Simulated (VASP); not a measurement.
The system is RbBr.

```
CELL_PARAMETERS angstrom
0.00000 3.40891 3.47499
3.40891 0.00000 3.47499
3.40891 3.40891 0.00000
ATOMIC_POSITIONS crystal
Rb 0.00000 0.00000 0.00000
Br 0.50000 0.50000 0.50000
```

This cell differs from its parent crystal: epitaxial xy strain -1.5%.

Base run:

- Program: VASP 6.6.1
- Functional: HSE06
- Potentials or basis: VASP PAW PBE potentials, release 64 (Rb_sv, Br)
- Cutoff: 520 eV
- k mesh: 4 × 4 × 4
- Occupations: gaussian, width 0.01 eV
- Spin: no spin polarisation

Its results: band gap on the k mesh 5.51 eV; pressure 0.7 GPa.

**Question.** The run is repeated on the same cell with these changes: functional from HSE06 to r2SCAN; k mesh from 4 × 4 × 4 to 6 × 6 × 6. What comes out?

**Answer.** Band gap on the k mesh 4.95 eV; pressure 0.5 GPa.

Several settings changed at once.

Caveats: the PAW data sets were made with another functional, which shifts forces and pressure a little.

